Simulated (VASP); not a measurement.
Write the native input for VASP 6.6.1 that does the following.

```
Task                   : single point
Functional             : PBE
Potentials or basis    : VASP PAW PBE potentials, release 64 (Sr_sv, Cl)
Cutoff                 : 520 eV
k mesh                 : 8 × 8 × 8
Occupations            : gaussian, width 0.05 eV
Spin                   : no spin polarisation
Dipole correction      : no
Further INCAR settings : ALGO = Normal; EDIFF = 1e-06; NBANDS = 19
```

The structure of SrCl2 lies in POSCAR:

```
SrCl2
1.0
   -0.0197993680      3.5399399290      3.5041322120
    3.5948607954     -0.0332334580      3.5175663020
    3.5559893277      3.5145025512      0.0056380098
Sr Cl
1 2
Direct
    0.0093408096      0.0432663828     -0.0259333116
    0.1967145101      0.1967699812      0.3000574013
    0.7939446803      0.7599636360      0.7258759103
```

This cell differs from its parent crystal: atoms moved at random and the cell strained at random.

The input as run:

INCAR

```
SYSTEM = SrCl2
PREC     = Accurate       ! precision mode
ENCUT    = 520            ! plane-wave cutoff, eV
EDIFF    = 1E-6           ! SCF threshold, eV
ISMEAR   = 0              ! smearing method
SIGMA    = 0.05           ! smearing width, eV
LREAL    = .FALSE.        ! projectors in reciprocal space
LASPH    = .TRUE.         ! aspherical terms in the spheres
NELM     = 80             ! most SCF steps
ALGO     = Normal         ! electronic algorithm
ISIF     = 2              ! what is computed and relaxed
LWAVE    = .FALSE.        ! write WAVECAR
LCHARG   = .TRUE.         ! write CHGCAR
GGA      = PE             ! functional
LELF     = .TRUE.         ! ELF
LVHAR    = .TRUE.       
NBANDS   = 19             ! bands
```

KPOINTS

```
Automatic mesh
0
G
  8 8 8
  0 0 0
```

Potentials or basis: VASP PAW PBE potentials, release 64 (Sr_sv, Cl).

Command:

```bash
$ cat potpaw_PBE.64/Sr_sv/POTCAR potpaw_PBE.64/Cl/POTCAR > POTCAR
$ mpirun -np 1 vasp_std > vasp.out
```

Results of the run:

```yaml
Pressure: 2.1 GPa
Largest_force: 1.734 eV/Å
Band_gap_on_the_k_mesh: 4.63 eV (least direct gap 4.87 eV)
```

Caveat: the cell differs from its parent crystal (atoms moved at random and the cell strained at random); forces of over 1 eV/Å act on the atoms, so gaps and moduli don't describe the material at rest.

Run time: 4.2 min on 1 thread of Intel(R) Xeon(R) Platinum 8559C (Emerald Rapids), on a shared host, peak memory 0.53 GiB.
